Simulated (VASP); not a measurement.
Here is a VASP 6.6.1 calculation.

File INCAR:

```
  PREC = Accurate
  ENCUT = 600
  EDIFF = 1E-6
  ISMEAR = 0
  SIGMA = 0.1
  LREAL = False
  LASPH = True
  NELM = 100
  ALGO = Normal
  ISIF = 3
  LWAVE = False
  LCHARG = False
  GGA = PE
  IBRION = 2
  NSW = 90
  EDIFFG = -0.04
```

Contents of KPOINTS:

```
Automatic mesh
0
Gamma
  6 6 6
```

POSCAR

```
Ta2AlN3
1.0
    5.4833349600      0.0000000000      0.0000000000
   -2.7416674800      4.7487073800      0.0000000000
    0.0000000000      0.0000000000      3.0719755500
Ta Al N
2 1 3
Direct
    0.3333333300      0.6666666700      0.5000000000
    0.0000000000      0.0000000000      0.0000000000
    0.6666666700      0.3333333300      0.5000000000
    0.3928500100      0.0000000000      0.0000000000
    0.6071499900      0.6071499900      0.0000000000
    0.0000000000      0.3928500100      0.0000000000
```

Potentials or basis: VASP PAW PBE potentials, release 64 (Ta_pv, Al, N).

Launch:

```bash
$ cat potpaw_PBE.64/Ta_pv/POTCAR potpaw_PBE.64/Al/POTCAR potpaw_PBE.64/N/POTCAR > POTCAR
$ mpirun -np 1 vasp_std > vasp.out
```

(1) What does it give for the relaxed cell?

(2) Predict the band gap on the k mesh.

(3) Predict the relaxed volume.

(4) Estimate the space group after relaxing (to 0.1 Å).

Answers

(1) a = 5.176 Å, b = 5.176 Å, c = 2.845 Å, α = 90.00°, β = 90.00°, γ = 120.00°.

(2) zero (bands 20 and 21 overlap by 0.45 eV).

(3) 11.00 Å³/atom.

(4) P-6 (No. 174).

Caveat: the volume moved by over 15 % at a fixed basis, so the end points are rough; spin-orbit coupling is left out, which moves the levels of the heavy elements.
